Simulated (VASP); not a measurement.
Input of a VASP 6.6.1 run:

The input INCAR:

```
SYSTEM = CrO2
PREC = Accurate
ENCUT = 520
EDIFF = 1E-7
ISMEAR = 0
SIGMA = 0.05
LREAL = .False.
LASPH = .True.
NELM = 150
ALGO = Normal
ISIF = 2
LWAVE = .False.
LCHARG = .True.
ISPIN = 2
MAGMOM = 1.92 1.92 1.92 1.92 0 0 0 0 0 0 0 0
LORBIT = 11
LMAXMIX = 4
GGA = PE
LELF = .True.
LVHAR = .True.
NBANDS = 64
```

Contents of KPOINTS:

```
regular mesh
0
Gamma
  1 1 11
  0 0 0
```

Contents of POSCAR:

```
CrO2
1.0
   15.2000000000      0.0000000000      0.0000000000
    0.0000000000     15.5000000000      0.0000000000
    0.0000000000      0.0000000000      2.7328982354
Cr O
4 8
Direct
    0.4997394435      0.4833038286      0.0000000000
    0.3119964382      0.4195928179      0.5000000000
    0.3476157784      0.6081101663      0.5000000000
    0.6692349291      0.3686119723      0.5000000000
    0.2592793353      0.3672285978      0.0000000000
    0.2976845231      0.5277240334      0.0000000000
    0.6436825218      0.2938728236      0.0000000000
    0.5765480732      0.4411813778      0.5000000000
    0.4121760128      0.4075264479      0.0000000000
    0.3471674259      0.6806804650      0.0000000000
    0.7363274609      0.4116188727      0.0000000000
    0.4599613016      0.5604506167      0.5000000000
```

Potentials or basis: VASP PAW PBE potentials, release 64 (Cr_pv, O).

Run with:

```bash
$ cat potpaw_PBE.64/Cr_pv/POTCAR potpaw_PBE.64/O/POTCAR > POTCAR
$ mpirun -np 1 vasp_std > vasp.out
```

Q: Estimate the net moment.

A: 5.87 μB per cell.

Q: Estimate the site moments.

A: Cr +2.38, +2.30, +2.10, -0.98; O -0.12, -0.03, +0.09, -0.01, -0.11, -0.07, +0.08 μB.

Forces on the atoms (eV/Å):
```
Cr  -0.177  0.228  0.000
Cr   0.090  0.172  0.000
Cr  -0.085 -0.014  0.000
Cr  -0.218  0.103  0.000
O   -0.096 -0.170  0.000
O   -0.008 -0.063  0.000
O    0.104  0.027  0.000
O    0.330 -0.162  0.000
O   -0.109 -0.082  0.000
O    0.031  0.107  0.000
O    0.030 -0.080  0.000
O    0.106 -0.067  0.000
```

Caveat: only a ferromagnetic start was run, and an antiferromagnetic order may lie lower in energy.
